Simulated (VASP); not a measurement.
# WS2 in VASP: notebook, part 2 of 2

VASP 6.6.1. Earlier steps stand in the parts before.

## 3. Single point, r2SCAN

Input file POSCAR:

```
WS2
1.0
    3.1814118308      0.0000000000      0.0000000000
   -1.5907059154      2.7551834654      0.0000000000
    0.0000000000      0.0000000000     23.6881441225
W S
2 4
Direct
    0.3333333333      0.6666666667      0.6379431907
    0.6666666667      0.3333333333      0.3620568093
    0.3333333333      0.6666666667      0.2962428036
    0.6666666667      0.3333333333      0.5721035129
    0.3333333333      0.6666666667      0.4278964871
    0.6666666667      0.3333333333      0.7037571964
```

Input file INCAR.step1:

```
SYSTEM = WS2
PREC     = Accurate       ! precision mode
ENCUT    = 520            ! plane-wave cutoff, eV
ISMEAR   = 0              ! smearing method
SIGMA    = 0.02           ! smearing width, eV
LREAL    = .FALSE.        ! projectors in reciprocal space
LASPH    = .TRUE.         ! aspherical terms in the spheres
NELM     = 100            ! most SCF steps
NBANDS   = 35             ! bands
GGA      = PE             ! functional
ALGO     = Normal         ! electronic algorithm
EDIFF    = 1E-4           ! SCF threshold, eV
LWAVE    = .TRUE.         ! write WAVECAR
LCHARG   = .FALSE.        ! write CHGCAR
```

Input file INCAR.step2:

```
SYSTEM = WS2
PREC     = Accurate       ! precision mode
ENCUT    = 520            ! plane-wave cutoff, eV
EDIFF    = 1E-7           ! SCF threshold, eV
ISMEAR   = 0              ! smearing method
SIGMA    = 0.02           ! smearing width, eV
LREAL    = .FALSE.        ! projectors in reciprocal space
LASPH    = .TRUE.         ! aspherical terms in the spheres
NELM     = 100            ! most SCF steps
ALGO     = Normal         ! electronic algorithm
ISIF     = 2              ! what is computed and relaxed
LWAVE    = .FALSE.        ! write WAVECAR
LCHARG   = .FALSE.        ! write CHGCAR
METAGGA  = R2SCAN         ! meta-GGA
LMIXTAU  = .TRUE.       
NBANDS   = 35             ! bands
ISTART   = 1
```

Input file KPOINTS:

```
regular mesh
0
G
  12 12 2
  0 0 0
```

Potentials or basis: VASP PAW PBE potentials, release 64 (W_sv, S).

On the command line:

```bash
$ cat potpaw_PBE.64/W_sv/POTCAR potpaw_PBE.64/S/POTCAR > POTCAR
$ cp INCAR.step1 INCAR
$ mpirun -np 1 vasp_std > vasp.out
$ cp INCAR.step2 INCAR
$ mpirun -np 1 vasp_std > vasp.out
```

OUTCAR:

```text
SYSTEM = WS2
   PREC = Accurate
   ENCUT = 520
   EDIFF = 1E-7
   ISMEAR = 0
   LREAL = .FALSE.
   LASPH = .TRUE.
   NELM = 100
   ISIF = 2
   METAGGA = R2SCAN
   ISTART = 1

 ion  position               nearest neighbor table
   1  0.333  0.667  0.638-   6 2.41   6 2.41   6 2.41   4 2.41   4 2.41   4 2.41
   2  0.667  0.333  0.362-   3 2.41   3 2.41   3 2.41   5 2.41   5 2.41   5 2.41
   3  0.333  0.667  0.296-   2 2.41   2 2.41   2 2.41
   4  0.667  0.333  0.572-   1 2.41   1 2.41   1 2.41
   5  0.333  0.667  0.428-   2 2.41   2 2.41   2 2.41
   6  0.667  0.333  0.704-   1 2.41   1 2.41   1 2.41

  LATTYP: Found a hexagonal cell.
 ALAT       =     3.1814118308
 C/A-ratio  =     7.4457962007

  Lattice vectors:

 A1 = (   3.1814118308,   0.0000000000,   0.0000000000)
 A2 = (  -1.5907059154,   2.7551834654,   0.0000000000)
 A3 = (   0.0000000000,   0.0000000000,  23.6881441225)

Analysis of symmetry for initial positions (statically):
=====================================================================
 Subroutine PRICEL returns:
 Original cell was already a primitive cell.

 Routine SETGRP: Setting up the symmetry group for a
 hexagonal supercell.

 Subroutine GETGRP returns: Found 12 space group operations
 (whereof 12 operations were pure point group operations)
 out of a pool of 24 trial point group operations.

The static configuration has the point symmetry D_3d.

Analysis of symmetry for dynamics (positions and initial velocities):
=====================================================================
 Subroutine PRICEL returns:
 Original cell was already a primitive cell.

 Routine SETGRP: Setting up the symmetry group for a
 hexagonal supercell.

 Subroutine GETGRP returns: Found 12 space group operations
 (whereof 12 operations were pure point group operations)
 out of a pool of 24 trial point group operations.

The dynamic configuration has the point symmetry D_3d.

 Subroutine INISYM returns: Found 12 space group operations
 (whereof 12 operations are pure point group operations),
 and found     1 'primitive' translations

----------------------------------------------------------------------------------------

                                     Primitive cell

  volume of cell :     207.6354

  direct lattice vectors                    reciprocal lattice vectors
     3.181411831  0.000000000  0.000000000     0.314325857  0.181476118  0.000000000
    -1.590705915  2.755183465  0.000000000     0.000000000  0.362952236  0.000000000
     0.000000000  0.000000000 23.688144122     0.000000000  0.000000000  0.042215211

  length of vectors
     3.181411831  3.181411831 23.688144122     0.362952236  0.362952236  0.042215211

  position of ions in fractional coordinates (direct lattice)
     0.333333333  0.666666667  0.637943191
     0.666666667  0.333333333  0.362056809
     0.333333333  0.666666667  0.296242804
     0.666666667  0.333333333  0.572103513
     0.333333333  0.666666667  0.427896487
     0.666666667  0.333333333  0.703757196

[... 32 lines left out ...]

 Found     38 irreducible k-points:

 Following reciprocal coordinates:
            Coordinates               Weight
  0.000000  0.000000  0.000000      1.000000
  0.083333  0.000000  0.000000      6.000000
  0.166667  0.000000  0.000000      6.000000
  0.250000  0.000000  0.000000      6.000000
  0.333333  0.000000  0.000000      6.000000
  0.416667  0.000000  0.000000      6.000000
[... 16 lines left out ...]
  0.250000  0.000000  0.500000      6.000000
  0.333333  0.000000  0.500000      6.000000
 [... further k-points ...]
   k-points           NKPTS =     38   k-points in BZ     NKDIM =     38   number of bands    NBANDS=     35
   number of dos      NEDOS =    301   number of ions     NIONS =      6
   total plane-waves  NPLWV = 103680
   dimension x,y,z NGX =    24 NGY =   24 NGZ =  180
   dimension x,y,z NGXF=    48 NGYF=   48 NGZF=  360
   ions per type =               2   4
   NGX,Y,Z   is equivalent  to a cutoff of  12.54, 12.54, 12.63 a.u.
   NGXF,Y,Z  is equivalent  to a cutoff of  25.08, 25.08, 25.27 a.u.
 SYSTEM =  WS2
   PREC   = accura    normal or accurate (medium, high low for compatibility)
   ISTART =      1    job   : 0-new  1-cont  2-samecut
   ICHARG =      0    charge: 1-file 2-atom 10-const
   ISPIN  =      1    spin polarized calculation?
   LNONCOLLINEAR =      F non collinear calculations
   LSORBIT =      F    spin-orbit coupling
   LASPH  =      T    aspherical Exc in radial PAW
   ENCUT  =  520.0 eV  38.22 Ry    6.18 a.u.   5.92  5.92 44.04*2*pi/ulx,y,z
   NELM   =    100;   NELMIN=  2; NELMDL=  0     # of ELM steps
   EDIFF  = 0.1E-06   stopping-criterion for ELM
   LREAL  =      F    real-space projection
   EDIFFG = 0.1E-05   stopping-criterion for IOM
   NSW    =      0    number of steps for IOM
   IBRION =     -1    ionic relax: 0-MD 1-quasi-New 2-CG
   NFREE  =      0    steps in history (QN), initial steepest desc. (CG)
   ISIF   =      2    stress and relaxation
   ISYM   =      2    0-nonsym 1-usesym 2-fastsym
   POTIM  = 0.5000    time-step for ionic-motion
   TEBEG  =    0.0;   TEEND  =   0.0 temperature during run
   PSTRESS=    0.0 pullay stress
   NELECT =      52.0000    total number of electrons
   NUPDOWN=      -1.0000    fix difference up-down
   EMIN   =  10.00;   EMAX   =-10.00  energy-range for DOS
   EFERMI =   0.00;   METHOD = LEGACY
   ISMEAR =     0;   SIGMA  =   0.02  broadening in eV -4-tet -1-fermi 0-gaus
   EFERMI_NEDOS =   21; number of points for ismear=-14 and -15
   IALGO  =     38    algorithm
   IMIX   =      4    mixing-type and parameters
     AMIX     =   0.40;   BMIX     =  1.00
     AMIX_MAG =   1.60;   BMIX_MAG =  1.00
  volume/ion in A,a.u.               =      34.61       233.53
  Fermi-wavevector in a.u.,A,eV,Ry     =   1.031911  1.950029 14.488024  1.064840
  Thomas-Fermi vector in A             =   2.166082
   LORBIT       =      0    0 simple, 1 ext, 2 COOP (PROOUT), +10 PAW based schemes
   METAGGA = R2SCAN    functional components
   LHFCALC =     F    Hartree Fock is set to
   AEXX    =    0.0000 exact exchange contribution
   IVDW    =     0    specifies the selected vdW correction
   LEPSILON=     F    determine dielectric tensor
   LRPA    =     F    only Hartree local field effects (RPA)
 non-spin polarized calculation
 Gauss-broadening in eV      SIGMA  =   0.02
  energy-cutoff  :      520.00
  volume of cell :      207.64
 maximum number of plane-waves:      5630
 NGX is ok and might be reduce to    24
   NGX = 11   NGY = 11   NGZ = 89

 number of electron      52.0000000 magnetization

 Free energy of the ion-electron system (eV)
  ---------------------------------------------------
  ext. energy  EPLUGINS =         0.00000000
  ---------------------------------------------------
  free energy    TOTEN  =      -140.12245952 eV

  energy without entropy =     -140.12245952  energy(sigma->0) =     -140.12245952

 E-fermi :   1.1372     XC(G=0):  -6.3603

 val. band max:        0.8643667288   @ k =   0.0000   0.0000   0.0000
 cond. band min:       2.4651771234   @ k =   0.3333   0.3333   0.0000
 fundamental gap:      1.6008103945
 Fermi energy:         1.1371933081

 k-point     1 :       0.0000    0.0000    0.0000
  band No.  band energies     occupation
      1     -75.4143      2.00000
      2     -75.4143      2.00000
      3     -39.0021      2.00000
      4     -39.0021      2.00000
      5     -38.8482      2.00000
      6     -38.8482      2.00000
[... 901 lines left out ...]
     34       5.3303      0.00000
     35       7.6184      0.00000

 [... further k-points ...]

------------------------ aborting loop because EDIFF is reached ----------------------------------------

  FORCE on cell =-STRESS in cart. coord.  units (eV):
  Direction    XX          YY          ZZ          XY          YZ          ZX
  --------------------------------------------------------------------------------------
  -------------------------------------------------------------------------------------
  Total        0.1458110      0.1458110      0.0806916     -0.0000000      0.0000000      0.0000000
  in kB        1.1251218      1.1251218      0.6226408     -0.0000000      0.0000000      0.0000000
  external PRESSURE =       0.9576281 kB  Pullay stress =       0.0000000 kB

 VOLUME and BASIS-vectors are now :
 -----------------------------------------------------------------------------
  energy-cutoff  :      520.00
  volume of cell :      207.64
      direct lattice vectors                 reciprocal lattice vectors
     3.181411831  0.000000000  0.000000000     0.314325857  0.181476118  0.000000000
    -1.590705915  2.755183465  0.000000000     0.000000000  0.362952236  0.000000000
     0.000000000  0.000000000 23.688144122     0.000000000  0.000000000  0.042215211

 POSITION                                       TOTAL-FORCE (eV/Angst)
 -----------------------------------------------------------------------------------
     -0.00000      1.83679     15.11169        -0.000000      0.000000      0.001306
      1.59071      0.91839      8.57645        -0.000000      0.000000     -0.001306
     -0.00000      1.83679      7.01744        -0.000000      0.000000     -0.020741
      1.59071      0.91839     13.55207         0.000000      0.000000     -0.021534
     -0.00000      1.83679     10.13607         0.000000      0.000000      0.021534
      1.59071      0.91839     16.67070         0.000000     -0.000000      0.020741
 -----------------------------------------------------------------------------------
    total drift:                                0.000000     -0.000000      0.000000

  FREE ENERGIE OF THE ION-ELECTRON SYSTEM (eV)
  ---------------------------------------------------
  free  energy   TOTEN  =      -140.1224595201 eV

  energy  without entropy=     -140.1224595201  energy(sigma->0) =     -140.12245952
```

It took 25 min on 1 thread of Intel Xeon Platinum 8259CL at 2.50GHz (Skylake/Cascade Lake), shared host; peak memory 0.5 GiB.

Results:

```yaml
Free_energy: -140.1225 eV
Largest_force: 0.022 eV/Å
Band_gap_on_the_k_mesh: 1.60 eV, indirect (least direct gap 1.90 eV)
```

Forces on the atoms (eV/Å):
```
W    0.000  0.000  0.001
W    0.000  0.000 -0.001
S    0.000  0.000 -0.021
S    0.000  0.000 -0.022
S    0.000  0.000  0.022
S    0.000  0.000  0.021
```

Caveat: the PAW data sets were made with another functional, which shifts forces and pressure a little; spin-orbit coupling is left out, which moves the levels of the heavy elements.

## 4. Single point, r2SCAN

POSCAR is that of step 3.

Input file INCAR.step1:

```
PREC = Accurate
ENCUT = 520
ISMEAR = 0
SIGMA = 0.02
LREAL = False
LASPH = True
NELM = 80
NBANDS = 35
GGA = PE
ALGO = Normal
EDIFF = 1E-4
LWAVE = True
LCHARG = False
```

Input file INCAR.step2:

```
PREC = Accurate
ENCUT = 520
EDIFF = 1E-6
ISMEAR = 0
SIGMA = 0.02
LREAL = False
LASPH = True
NELM = 80
ALGO = Normal
ISIF = 2
LWAVE = False
LCHARG = False
METAGGA = R2SCAN
LMIXTAU = True
NBANDS = 35
ISTART = 1
```

Input file KPOINTS:

```
regular mesh
0
Gamma
  12 12 2
```

On the command line:

```bash
$ cat potpaw_PBE.64/W_sv/POTCAR potpaw_PBE.64/S/POTCAR > POTCAR
$ cp INCAR.step1 INCAR
$ mpirun -np 1 vasp_std > vasp.out
$ cp INCAR.step2 INCAR
$ mpirun -np 1 vasp_std > vasp.out
```

Wall time 20 min (1 thread of Intel Xeon Platinum 8259CL at 2.50GHz (Skylake/Cascade Lake), shared host); peak memory 0.5 GiB.

It converged, with:

```yaml
Free_energy: -140.1225 eV
Largest_force: 0.021 eV/Å
Band_gap_on_the_k_mesh: 1.60 eV, indirect (least direct gap 1.90 eV)
```

Forces on the atoms (eV/Å):
```
W    0.000  0.000  0.001
W    0.000  0.000 -0.001
S    0.000  0.000 -0.021
S    0.000  0.000 -0.021
S    0.000  0.000  0.021
S    0.000  0.000  0.021
```

Levels at points of the mesh, in eV from the valence-band top:
| k point | band 23 | band 24 | band 25 | band 26 | band 27 | band 28 | band 29 | band 30 |
| --- | --- | --- | --- | --- | --- | --- | --- | --- |
| (0.00, 0.00, 0.00) | -2.08 | -2.08 | -0.48 | 0.00 | 2.76 | 2.76 | 2.76 | 2.76 |
| (0.50, 0.00, 0.00) | -1.77 | -1.72 | -1.32 | -1.28 | 2.69 | 2.70 | 3.12 | 3.20 |
| (0.00, 0.00, 0.50) | -2.08 | -2.08 | -0.48 | 0.00 | 2.76 | 2.76 | 2.76 | 2.76 |
| (0.50, 0.00, 0.50) | -1.77 | -1.72 | -1.32 | -1.28 | 2.69 | 2.70 | 3.12 | 3.20 |

Caveat: the PAW data sets were made with another functional, which shifts forces and pressure a little; spin-orbit coupling is left out, which moves the levels of the heavy elements.
